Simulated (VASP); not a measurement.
# Al in VASP: single point with LDA

Aim: the single point of Al with LDA.

Everything below comes from runs of VASP 6.6.1. Logs are shortened: lines on timing, memory, paths and dates and some standing lists are left out, and cuts for length are marked.

### 1 The cell of the first run

The cell holds a slab with vacuum, 12 atoms: a = 5.634 Å, b = 5.634 Å, c = 20.032 Å, α = 90.00°, β = 90.00°, γ = 120.00°.

### 2 Single point, LDA

The input, INCAR:

```
SYSTEM = Al
PREC = Accurate
ENCUT = 400
EDIFF = 1E-6
ISMEAR = 0
SIGMA = 0.1
LREAL = .False.
LASPH = .True.
NELM = 120
ALGO = Normal
ISIF = 2
LWAVE = .False.
LCHARG = .True.
LDIPOL = .True.
IDIPOL = 3
DIPOL = 0.5 0.5 0.313
LELF = .True.
LVHAR = .True.
LVACPOTAV = .True.
NBANDS = 30
GGA_COMPAT = .False.
NELMDL = -8
```

The input, KPOINTS:

```
regular mesh
0
Gamma
  6 6 1
  0 0 0
```

The input, POSCAR:

```
Al
1.0
    5.6343731020      0.0000000000      0.0000000000
   -2.8171865510      4.8795102407      0.0000000000
    0.0000000000      0.0000000000     20.0320257113
Al
12
Direct
    0.3333333333      0.1666666667      0.1996802549
    0.3333333333      0.6666666667      0.1996802549
    0.8333333333      0.1666666667      0.1996802549
    0.8333333333      0.6666666667      0.1996802549
    0.1666666667      0.3333333333      0.3128118626
    0.1666666667      0.8333333333      0.3128118626
    0.6666666667      0.3333333333      0.3128118626
    0.6666666667      0.8333333333      0.3128118626
    0.0000000000      0.0000000000      0.4259192672
    0.0000000000      0.5000000000      0.4259192672
    0.5000000000      0.0000000000      0.4259192672
    0.5000000000      0.5000000000      0.4259192672
```

Potentials or basis: VASP PAW LDA potentials, release 64 (Al).

On the command line:

```sh
cat potpaw_LDA.64/Al/POTCAR > POTCAR
mpirun -np 1 vasp_std > vasp.out
```

OUTCAR:

```text
SYSTEM = Al
   PREC = Accurate
   ENCUT = 400
   EDIFF = 1E-6
   ISMEAR = 0
   LREAL = .False.
   LASPH = .True.
   NELM = 120
   ISIF = 2
   NELMDL = -8

 ion  position               nearest neighbor table
   1  0.333  0.167  0.200-   5 2.79   6 2.79   7 2.79   4 2.82   2 2.82   2 2.82   4 2.82   3 2.82
                             3 2.82
   2  0.333  0.667  0.200-   6 2.79   5 2.79   8 2.79   3 2.82   1 2.82   1 2.82   3 2.82   4 2.82
                             4 2.82
   3  0.833  0.167  0.200-   7 2.79   8 2.79   5 2.79   4 2.82   2 2.82   4 2.82   2 2.82   1 2.82
                             1 2.82
   4  0.833  0.667  0.200-   8 2.79   7 2.79   6 2.79   3 2.82   1 2.82   3 2.82   1 2.82   2 2.82
                             2 2.82
   5  0.167  0.333  0.313-   9 2.79  12 2.79  10 2.79   1 2.79   2 2.79   3 2.79   8 2.82   6 2.82
                             6 2.82   8 2.82   7 2.82   7 2.82
   6  0.167  0.833  0.313-  10 2.79  11 2.79   9 2.79   2 2.79   1 2.79   4 2.79   7 2.82   5 2.82
                             5 2.82   7 2.82   8 2.82   8 2.82
   7  0.667  0.333  0.313-  11 2.79  10 2.79  12 2.79   3 2.79   4 2.79   1 2.79   8 2.82   6 2.82
                             8 2.82   6 2.82   5 2.82   5 2.82
   8  0.667  0.833  0.313-  12 2.79   9 2.79  11 2.79   4 2.79   3 2.79   2 2.79   7 2.82   5 2.82
                             7 2.82   5 2.82   6 2.82   6 2.82
   9  0.000  0.000  0.426-   5 2.79   8 2.79   6 2.79  10 2.82  12 2.82  10 2.82  12 2.82  11 2.82
[... 14 lines left out ...]
 A1 = (   5.6343731020,   0.0000000000,   0.0000000000)
 A2 = (  -2.8171865510,   4.8795102407,   0.0000000000)
 A3 = (   0.0000000000,   0.0000000000,  20.0320257113)

Analysis of symmetry for initial positions (statically):
=====================================================================
 Subroutine PRICEL returns following result:

  LATTYP: Found a hexagonal cell.
 ALAT       =     2.8171865510
 C/A-ratio  =     7.1106493477

  Lattice vectors:

 A1 = (   2.8171865510,   0.0000000000,   0.0000000000)
 A2 = (  -1.4085932755,   2.4397551204,   0.0000000000)
 A3 = (   0.0000000000,   0.0000000000,  20.0320257113)

   4 primitive cells build up your supercell.

 Routine SETGRP: Setting up the symmetry group for a
 hexagonal supercell.

 Subroutine GETGRP returns: Found  6 space group operations
 (whereof  6 operations were pure point group operations)
 out of a pool of 24 trial point group operations.

The static configuration has the point symmetry C_3v.

Analysis of symmetry for dynamics (positions and initial velocities):
=====================================================================
 Subroutine PRICEL returns following result:

  LATTYP: Found a hexagonal cell.
 ALAT       =     2.8171865510
 C/A-ratio  =     7.1106493477

  Lattice vectors:

 A1 = (   2.8171865510,   0.0000000000,   0.0000000000)
 A2 = (  -1.4085932755,   2.4397551204,   0.0000000000)
 A3 = (   0.0000000000,   0.0000000000,  20.0320257113)

   4 primitive cells build up your supercell.

 Routine SETGRP: Setting up the symmetry group for a
 hexagonal supercell.

 Subroutine GETGRP returns: Found  6 space group operations
 (whereof  6 operations were pure point group operations)
 out of a pool of 24 trial point group operations.

The dynamic configuration has the point symmetry C_3v.

 Subroutine INISYM returns: Found  6 space group operations
 (whereof  6 operations are pure point group operations),
 and found     4 'primitive' translations

----------------------------------------------------------------------------------------

                                     Primitive cell

  volume of cell :     137.6850

  direct lattice vectors                    reciprocal lattice vectors
     2.817186551  0.000000000  0.000000000     0.354964069  0.204938601  0.000000000
    -1.408593275  2.439755120  0.000000000     0.000000000  0.409877201  0.000000000
     0.000000000  0.000000000 20.032025711     0.000000000  0.000000000  0.049920064

  length of vectors
     2.817186551  2.817186551 20.032025711     0.409877201  0.409877201  0.049920064

  position of ions in fractional coordinates (direct lattice)
     0.666666667  0.333333333  0.199680255
     0.333333333  0.666666667  0.312811863
     1.000000000  0.000000000  0.425919267

  ion indices of the primitive-cell ions
   primitive index   ion index
                 1           1
                 2           5
                 3          11

----------------------------------------------------------------------------------------

 KPOINTS: regular mesh

Automatic generation of k-mesh.
 Grid dimensions read from file:
 generate k-points for:    6    6    1

 Generating k-lattice:

  Cartesian coordinates                     Fractional coordinates (reciprocal lattice)
     0.029580339  0.017078217  0.000000000     0.166666667  0.000000000  0.000000000
     0.000000000  0.034156433  0.000000000     0.000000000  0.166666667  0.000000000
     0.000000000  0.000000000  0.049920064     0.000000000  0.000000000  1.000000000

  Length of vectors
     0.034156433  0.034156433  0.049920064

  Shift w.r.t. Gamma in fractional coordinates (k-lattice)
     0.000000000  0.000000000  0.000000000

 Subroutine IBZKPT returns following result:
 ===========================================

 Found      7 irreducible k-points:

 Following reciprocal coordinates:
            Coordinates               Weight
  0.000000  0.000000  0.000000      1.000000
  0.166667 -0.000000  0.000000      6.000000
  0.333333  0.000000  0.000000      6.000000
  0.500000 -0.000000  0.000000      3.000000
  0.166667  0.166667  0.000000      6.000000
  0.333333  0.166667  0.000000     12.000000
  0.333333  0.333333  0.000000      2.000000
   k-points           NKPTS =      7   k-points in BZ     NKDIM =      7   number of bands    NBANDS=     30
   number of dos      NEDOS =    301   number of ions     NIONS =     12
   total plane-waves  NPLWV = 224000
   dimension x,y,z NGX =    40 NGY =   40 NGZ =  140
   dimension x,y,z NGXF=    80 NGYF=   80 NGZF=  280
   ions per type =              12
   NGX,Y,Z   is equivalent  to a cutoff of  11.80, 11.80, 11.62 a.u.
   NGXF,Y,Z  is equivalent  to a cutoff of  23.60, 23.60, 23.24 a.u.
 SYSTEM =  Al
   PREC   = accura    normal or accurate (medium, high low for compatibility)
   ISTART =      0    job   : 0-new  1-cont  2-samecut
   ICHARG =      2    charge: 1-file 2-atom 10-const
   ISPIN  =      1    spin polarized calculation?
   LNONCOLLINEAR =      F non collinear calculations
   LSORBIT =      F    spin-orbit coupling
   LASPH  =      T    aspherical Exc in radial PAW
   ENCUT  =  400.0 eV  29.40 Ry    5.42 a.u.   9.19  9.19 32.67*2*pi/ulx,y,z
   NELM   =    120;   NELMIN=  2; NELMDL= -8     # of ELM steps
   EDIFF  = 0.1E-05   stopping-criterion for ELM
   LREAL  =      F    real-space projection
   EDIFFG = 0.1E-04   stopping-criterion for IOM
   NSW    =      0    number of steps for IOM
   IBRION =     -1    ionic relax: 0-MD 1-quasi-New 2-CG
   NFREE  =      0    steps in history (QN), initial steepest desc. (CG)
   ISIF   =      2    stress and relaxation
   ISYM   =      2    0-nonsym 1-usesym 2-fastsym
   POTIM  = 0.5000    time-step for ionic-motion
   TEBEG  =    0.0;   TEEND  =   0.0 temperature during run
   PSTRESS=    0.0 pullay stress
   NELECT =      36.0000    total number of electrons
   NUPDOWN=      -1.0000    fix difference up-down
   EMIN   =  10.00;   EMAX   =-10.00  energy-range for DOS
   EFERMI =   0.00;   METHOD = LEGACY
   ISMEAR =     0;   SIGMA  =   0.10  broadening in eV -4-tet -1-fermi 0-gaus
   EFERMI_NEDOS =   21; number of points for ismear=-14 and -15
   IALGO  =     38    algorithm
   IMIX   =      4    mixing-type and parameters
     AMIX     =   0.40;   BMIX     =  1.00
     AMIX_MAG =   1.60;   BMIX_MAG =  1.00
  volume/ion in A,a.u.               =      45.90       309.71
  Fermi-wavevector in a.u.,A,eV,Ry     =   0.659468  1.246213  5.917139  0.434897
  Thomas-Fermi vector in A             =   1.731612
   LORBIT       =      0    0 simple, 1 ext, 2 COOP (PROOUT), +10 PAW based schemes
   GGA     = CA    functional components
   LHFCALC =     F    Hartree Fock is set to
   AEXX    =    0.0000 exact exchange contribution
   IVDW    =     0    specifies the selected vdW correction
   LEPSILON=     F    determine dielectric tensor
   LRPA    =     F    only Hartree local field effects (RPA)
 non-spin polarized calculation
 Gauss-broadening in eV      SIGMA  =   0.10
  energy-cutoff  :      400.00
  volume of cell :      550.74
 maximum number of plane-waves:     10058
 NGX is ok and might be reduce to    40
   NGX = 19   NGY = 19   NGZ = 65

 dipolmoment           0.000000      0.000000     -0.000078 electrons x Angstroem

 number of electron      36.0000000 magnetization

 dipolmoment           0.000000      0.000000      0.000047 electrons x Angstroem

 Free energy of the ion-electron system (eV)
  ---------------------------------------------------
  ext. energy  EPLUGINS =         0.00000000
  ---------------------------------------------------
  free energy    TOTEN  =       -47.00561073 eV

  energy without entropy =      -46.97664059  energy(sigma->0) =      -46.99112566

 E-fermi :   0.2503     XC(G=0):  -4.5273

 val. band max:        0.2364241594   @ k =   0.3333   0.1667   0.0000
 cond. band min:       0.3069637970   @ k =   0.1667   0.1667   0.0000
 fundamental gap:      0.0705396377
 Fermi energy:         0.2503366535

 k-point     1 :       0.0000    0.0000    0.0000
  band No.  band energies     occupation
      1     -10.5962      2.00000
      2      -8.8344      2.00000
      3      -6.0525      2.00000
      4      -4.5914      2.00000
      5      -4.5914      2.00000
      6      -4.5914      2.00000
[... 220 lines left out ...]
     29       3.6382      0.00000
     30       3.6382      0.00000

------------------------ aborting loop because EDIFF is reached ----------------------------------------

  FORCE on cell =-STRESS in cart. coord.  units (eV):
  Direction    XX          YY          ZZ          XY          YZ          ZX
  --------------------------------------------------------------------------------------
  -------------------------------------------------------------------------------------
  Total       -2.7245861     -2.7245861      0.0043831      0.0000000      0.0000000      0.0000000
  in kB       -7.9261889     -7.9261889      0.0127511      0.0000000      0.0000000      0.0000000
  external PRESSURE =      -5.2798755 kB  Pullay stress =       0.0000000 kB

 VOLUME and BASIS-vectors are now :
 -----------------------------------------------------------------------------
  energy-cutoff  :      400.00
  volume of cell :      550.74
      direct lattice vectors                 reciprocal lattice vectors
     5.634373102  0.000000000  0.000000000     0.177482034  0.102469300  0.000000000
    -2.817186551  4.879510241  0.000000000     0.000000000  0.204938601  0.000000000
     0.000000000  0.000000000 20.032025711     0.000000000  0.000000000  0.049920064

 POSITION                                       TOTAL-FORCE (eV/Angst)
 -----------------------------------------------------------------------------------
      1.40859      0.81325      4.00000        -0.000000      0.000000     -0.000450
     -0.00000      3.25301      4.00000        -0.000000      0.000000     -0.000450
      4.22578      0.81325      4.00000         0.000000      0.000000     -0.000450
      2.81719      3.25301      4.00000         0.000000      0.000000     -0.000450
      0.00000      1.62650      6.26626        -0.000000     -0.000000     -0.001508
     -1.40859      4.06626      6.26626        -0.000000     -0.000000     -0.001508
      2.81719      1.62650      6.26626         0.000000     -0.000000     -0.001508
      1.40859      4.06626      6.26626        -0.000000     -0.000000     -0.001508
      0.00000      0.00000      8.53203        -0.000000     -0.000000      0.001957
     -1.40859      2.43976      8.53203         0.000000      0.000000      0.001957
      2.81719      0.00000      8.53203        -0.000000      0.000000      0.001957
      1.40859      2.43976      8.53203         0.000000      0.000000      0.001957
 -----------------------------------------------------------------------------------
    total drift:                               -0.000000      0.000000      0.000141

  FREE ENERGIE OF THE ION-ELECTRON SYSTEM (eV)
  ---------------------------------------------------
  free  energy   TOTEN  =       -47.0056107338 eV

  energy  without entropy=      -46.9766405877  energy(sigma->0) =      -46.99112566

 vacuum level on the upper side and lower side of the slab         4.284         4.283
```

It took 4.7 min on 1 thread of AMD EPYC 7R43 (Zen 3), shared host; peak memory 0.34 GiB.

What came out:

| Item | Value |
| --- | --- |
| Free energy | -47.0056 eV |
| Band gap on the k mesh | zero (band 18 reaches 0.42 eV, above the bottom of band 19 at -0.61 eV) |
